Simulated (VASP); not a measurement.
GaReSi: single point with PBE

Crystal: GaReSi.

```
Ga Si Re
1.0
     3.19420    0.00000    0.00000
     0.00000    3.19420    0.00000
     0.00000    0.00000    8.05400
Ga Si Re
2 2 2
Direct
  0.50000 0.00000 0.91448
  0.00000 0.50000 0.08552
  0.00000 0.50000 0.41551
  0.50000 0.00000 0.58449
  0.00000 0.50000 0.72968
  0.50000 0.00000 0.27032
```

* Program: VASP 6.6.1
* Task: single point
* Functional: PBE
* Potentials or basis: VASP PAW PBE potentials, release 64 (Ga_d, Si, Re)
* Cutoff: 520 eV
* k mesh: 10 × 10 × 4
* Occupations: fermi-dirac, width 0.05 eV
* Spin: no spin polarisation

- Pressure: 4.0 GPa
- Largest force: 0.021 eV/Å
- Band gap on the k mesh: 0.19 eV (least direct gap 0.88 eV)

Forces on the atoms (eV/Å):
```
Ga   0.000  0.000  0.002
Ga   0.000  0.000 -0.002
Si   0.000  0.000  0.021
Si   0.000  0.000 -0.021
Re   0.000  0.000 -0.004
Re   0.000  0.000  0.004
```

Stress tensor (GPa, compression positive):
```
3.78 0.00 0.00
0.00 3.78 0.00
0.00 0.00 4.43
```

Levels at points of the mesh, in eV from the valence-band top:
```
           k point  band 22  band 23  band 24  band 25  band 26  band 27
(0.00, 0.00, 0.00)    -0.92    -0.11     0.00     0.88     0.88     3.28
(0.50, 0.00, 0.00)    -2.38    -0.86    -0.86     1.53     1.53     2.93
(0.50, 0.50, 0.00)    -3.28    -0.92    -0.92     1.80     1.80     2.32
(0.00, 0.00, 0.50)    -1.40    -0.11     0.00     1.77     2.35     2.35
(0.50, 0.00, 0.50)    -2.77    -0.79    -0.79     1.69     1.69     3.60
(0.50, 0.50, 0.50)    -1.75    -1.55    -1.55     0.55     0.55     1.80
```

Run time: 68 s on 1 thread of Intel(R) Xeon(R) 6975P-C (Granite Rapids), on a shared host, peak memory 0.29 GiB.

Caveat: the cell stands under pressure; spin-orbit coupling is left out, which moves the levels of the heavy elements. A k mesh can miss the band edges.
